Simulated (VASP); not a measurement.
# W (P6/mmm) in VASP: further runs, part 2 of 2

VASP 6.6.1. Earlier steps stand in the parts before.

## 3. Relaxation of cell and atoms, PBE, target pressure 8.7 GPa, at which the enthalpy is minimised

This run uses another cell than the first one, of 15.98 Å³/atom.

INCAR

```
SYSTEM = W
  ALGO = Normal
  EDIFF = 1E-6
  EDIFFG = -0.005
  ENCUT = 600
  GGA = PE
  IBRION = 2
  ISIF = 3
  ISMEAR = -1
  LASPH = .TRUE.
  LCHARG = .FALSE.
  LREAL = .FALSE.
  LWAVE = .FALSE.
  NELM = 60
  NSW = 60
  PREC = Accurate
  PSTRESS = 87.0
  SIGMA = 0.08
```

KPOINTS

```
k-points
0
G
  8 8 11
  0 0 0
```

POSCAR

```
W
1.0
    4.4697552905      0.0000000000      0.0000000000
   -2.2348776452      3.8709216303      0.0000000000
    0.0000000000      0.0000000000      2.7712482801
W
3
Direct
    0.0000000000      0.0000000000      0.0000000000
    0.3333333333      0.6666666667      0.5000000000
    0.6666666667      0.3333333333      0.5000000000
```

Potentials or basis: VASP PAW PBE potentials, release 64 (W_sv).

Started as:

```
cat potpaw_PBE.64/W_sv/POTCAR > POTCAR
mpirun -np 1 vasp_std > vasp.out
```

OUTCAR:

```text
SYSTEM = W
   EDIFF = 1E-6
   EDIFFG = -0.005
   ENCUT = 600
   GGA = PE
   IBRION = 2
   ISIF = 3
   ISMEAR = -1
   LASPH = .TRUE.
   LREAL = .FALSE.
   NELM = 60
   NSW = 60
   PREC = Accurate
   PSTRESS = 87.0

 ion  position               nearest neighbor table
   1  0.000  0.000  0.000-   2 2.93   3 2.93   2 2.93   3 2.93   2 2.93   2 2.93   3 2.93   3 2.93
                             3 2.93   3 2.93   2 2.93   2 2.93
   2  0.333  0.667  0.500-   3 2.58   3 2.58   3 2.58   1 2.93   1 2.93   1 2.93   1 2.93   1 2.93
                             1 2.93
   3  0.667  0.333  0.500-   2 2.58   2 2.58   2 2.58   1 2.93   1 2.93   1 2.93   1 2.93   1 2.93
                             1 2.93

  LATTYP: Found a hexagonal cell.
 ALAT       =     4.4697552905
 C/A-ratio  =     0.6200000000

  Lattice vectors:

 A1 = (   4.4697552905,   0.0000000000,   0.0000000000)
 A2 = (  -2.2348776452,   3.8709216303,   0.0000000000)
 A3 = (   0.0000000000,   0.0000000000,   2.7712482801)

Analysis of symmetry for initial positions (statically):
=====================================================================
 Subroutine PRICEL returns:
 Original cell was already a primitive cell.

 Routine SETGRP: Setting up the symmetry group for a
 hexagonal supercell.

 Subroutine GETGRP returns: Found 24 space group operations
 (whereof 24 operations were pure point group operations)
[... 278 lines left out ...]
  energy  without entropy=      -37.1586201687  energy(sigma->0) =      -37.20351643

  enthalpy is  TOTEN    =       -34.5847962828 eV   P V=        2.6636164081

[... ionic steps 4 to 7 ...]

--------------------------------------- Ionic step        8  -------------------------------------------

 number of electron      42.0000006 magnetization

------------------------ aborting loop because EDIFF is reached ----------------------------------------
[... 73 lines left out ...]
--------------------------------------- Ionic step       10  -------------------------------------------

 number of electron      42.0000006 magnetization

 Free energy of the ion-electron system (eV)
  ---------------------------------------------------
  ext. energy  EPLUGINS =         0.00000000
  ---------------------------------------------------
  free energy    TOTEN  =       -37.21822502 eV

  energy without entropy =      -37.12984529  energy(sigma->0) =      -37.17403516

 E-fermi :  10.9983     XC(G=0): -13.5289

 val. band max:       10.9905745569   @ k =   0.3750   0.0000   0.2727
 cond. band min:      11.0006916801   @ k =   0.2500   0.0000   0.4545
 fundamental gap:      0.0101171232
 Fermi energy:        10.9982710612

 k-point     1 :       0.0000    0.0000    0.0000
  band No.  band energies     occupation
      1     -62.9529      2.00000
      2     -62.8010      2.00000
      3     -62.6960      2.00000
      4     -27.3931      2.00000
      5     -27.3931      2.00000
      6     -27.3056      2.00000
[... 661 lines left out ...]
     24      12.2178      0.00000
     25      13.2258      0.00000

 [... further k-points ...]

------------------------ aborting loop because EDIFF is reached ----------------------------------------

  FORCE on cell =-STRESS in cart. coord.  units (eV):
  Direction    XX          YY          ZZ          XY          YZ          ZX
  --------------------------------------------------------------------------------------
  -------------------------------------------------------------------------------------
  Total        2.6297661      2.6297661      2.6128148      0.0000000      0.0000000     -0.0000000
  in kB       87.2739052     87.2739052     86.7113442      0.0000000      0.0000000     -0.0000000
  external PRESSURE =       0.0863848 kB  Pullay stress =      87.0000000 kB
[... 22 lines left out ...]
  energy  without entropy=      -37.1298452913  energy(sigma->0) =      -37.17403516

  enthalpy is  TOTEN    =       -34.5967123514 eV   P V=        2.6215126686

 reached required accuracy - stopping structural energy minimisation
```

OSZICAR:

```text
N       E                     dE             d eps       ncg     rms          rms(c)
DAV:   1     0.500673235694E+03    0.50067E+03   -0.26742E+04  3000   0.217E+03
DAV:   2    -0.168907953353E+02   -0.51756E+03   -0.51265E+03  3286   0.618E+02
DAV:   3    -0.379761353312E+02   -0.21085E+02   -0.20527E+02  3807   0.113E+02
[... 95 lines left out ...]
DAV:   3    -0.372183266202E+02    0.44017E-03   -0.25624E-03  3827   0.446E-01    0.939E-02
DAV:   4    -0.372182271586E+02    0.99462E-04   -0.67719E-04  3698   0.243E-01    0.609E-02
DAV:   5    -0.372182285070E+02   -0.13483E-05   -0.36467E-05  3436   0.565E-02    0.118E-02
DAV:   6    -0.372182249842E+02    0.35228E-05   -0.11609E-05  3415   0.293E-02    0.283E-03
DAV:   7    -0.372182250200E+02   -0.35754E-07   -0.46203E-07  1637   0.647E-03
  10 F= -.34596712E+02 E0= -.34552522E+02  d E =-.299302E-03
```

CONTCAR:

```text
W
   1.00000000000000
     4.6398191699806155    0.0000000000053540    0.0000000000000000
    -2.3199095849337681    4.0182012701997296   -0.0000000000000000
    -0.0000000000000000    0.0000000000000000    2.5894680034836410
  W
     3
Direct
     0.0000000000000000    0.0000000000000000    1.0000000000000000
     0.3333333332999970    0.6666666667000030    0.5000000000000000
     0.6666666667000030    0.3333333332999970    0.5000000000000000

  0.00000000E+00  0.00000000E+00  0.00000000E+00
  0.00000000E+00  0.00000000E+00  0.00000000E+00
  0.00000000E+00  0.00000000E+00  0.00000000E+00
```

It took 2.8 min on 1 thread of Intel Xeon 6975P-C (Granite Rapids), shared host; peak memory 0.23 GiB.

Results:

```
Free energy                                                : -37.2182 eV
Relaxed volume                                             : 16.09 Å³/atom
Relaxed cell                                               : a = 4.640 Å, b = 4.640 Å, c = 2.589 Å, α = 90.00°, β = 90.00°, γ = 120.00°
Space group after relaxing (to 0.1 Å)                      : P6/mmm (No. 191)
Energy change on relaxing (the run minimises the enthalpy) : -169.0 meV/atom
Ionic steps                                                : 10
Pressure after relaxing                                    : 8.7 GPa
Band gap on the k mesh                                     : zero (bands 21 and 22 overlap by 0.70 eV)
```

Step by step:
| step | energy change (eV) | largest force (eV/Å) | pressure (GPa) | volume (Å³) |
| --- | --- | --- | --- | --- |
| 1 | 0.0000 | 0.0000 | 11.58 | 47.95 |
| 2 | -0.3272 | 0.0000 | 3.93 | 49.51 |
| 3 | -0.5372 | 0.0000 | 3.93 | 49.05 |
| 4 | -0.5331 | 0.0000 | 4.22 | 48.98 |
| 5 | -0.5356 | 0.0000 | 4.12 | 49.01 |
| 6 | -0.2668 | 0.0000 | 24.68 | 46.15 |
| 7 | -0.5105 | 0.0000 | 8.30 | 48.35 |
| 8 | -0.5095 | 0.0000 | 8.43 | 48.33 |
| 9 | -0.5037 | 0.0000 | 9.00 | 48.22 |
| 10 | -0.5070 | 0.0000 | 8.71 | 48.28 |

Final structure:
```
W
1.0
     4.63982    0.00000    0.00000
    -2.31991    4.01820    0.00000
     0.00000    0.00000    2.58947
W
3
Direct
  0.00000 0.00000 0.00000
  0.33333 0.66667 0.50000
  0.66667 0.33333 0.50000
```

Caveat: the cell is relaxed towards a set pressure, so the run minimises the enthalpy, not the energy; spin-orbit coupling is left out, which moves the levels of the heavy elements.
